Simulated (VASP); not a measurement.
Input of a VASP 6.6.1 run:

INCAR

```
  ALGO = Normal
  EDIFF = 1E-6
  ENCUT = 520
  GGA = PE
  ISIF = 2
  ISMEAR = 0
  LASPH = T
  LCHARG = F
  LREAL = F
  LWAVE = F
  NBANDS = 12
  NELM = 100
  PREC = Accurate
  SIGMA = 0.05
```

File KPOINTS:

```
k-points
0
Gamma
  8 8 8
```

POSCAR

```
Ga
1.0
   -1.6954273248      1.6954273248      1.6954273248
    1.6954273248     -1.6954273248      1.6954273248
    1.6954273248      1.6954273248     -1.6954273248
Ga
1
Direct
    0.0000000000      0.0000000000      0.0000000000
```

Potentials or basis: VASP PAW PBE potentials, release 64 (Ga_d).

The run is started by

```sh
$ cat potpaw_PBE.64/Ga_d/POTCAR > POTCAR
$ mpirun -np 1 vasp_std > vasp.out
```

(1) Predict the pressure.

Results:

(1) -0.5 GPa.
